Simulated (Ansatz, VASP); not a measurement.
## TiO2: VASP beside Ansatz

```xyz
6
Lattice="-1.8451 1.8451 4.4987 1.8451 -1.8451 4.4987 1.8451 1.8451 -4.4987" Properties=species:S:1:pos:R:3 pbc="T T T"
Ti    0.0000    0.0000    0.0000
Ti    0.0000    1.8451    2.2494
O     0.0000    0.0000    1.8465
O     0.0000    1.8451    4.0959
O     0.0000    1.8451    0.4028
O     0.0000    0.0000    7.1509
```

Alike in both runs: task single point; functional PBE; k mesh 8 × 8 × 8; occupations gaussian, width 0.05 eV; no spin polarisation; Hubbard terms Ti d U = 4.0 eV.

|  | VASP | Ansatz |
| --- | --- | --- |
| version | VASP 6.6.1 | Ansatz 0.2.0 |
| potentials or method | VASP PAW PBE potentials, release 64 (Ti_sv, O), cutoff 520 eV | scalar-relativistic, plane waves, PAW |
| valence electrons in the cell | 48 | 48 |

Ansatz gave:

| Property | Result |
| --- | --- |
| gap on the k mesh at the Fermi level (eV) | 3.04 |
| least direct gap on the mesh (eV) | 3.29 |
| rms of the force components (eV/Å) | 1.064 |

Problem. What did VASP give for the same quantities?

Solution. gap on the k mesh at the Fermi level (eV): 3.04; least direct gap on the mesh (eV): 3.30; rms of the force components (eV/Å): 1.194.

The programs project onto different local orbitals, so the same U acts differently, and such runs can settle in different states. Atom by atom the forces differ by 0.130 eV/Å (rms over components).
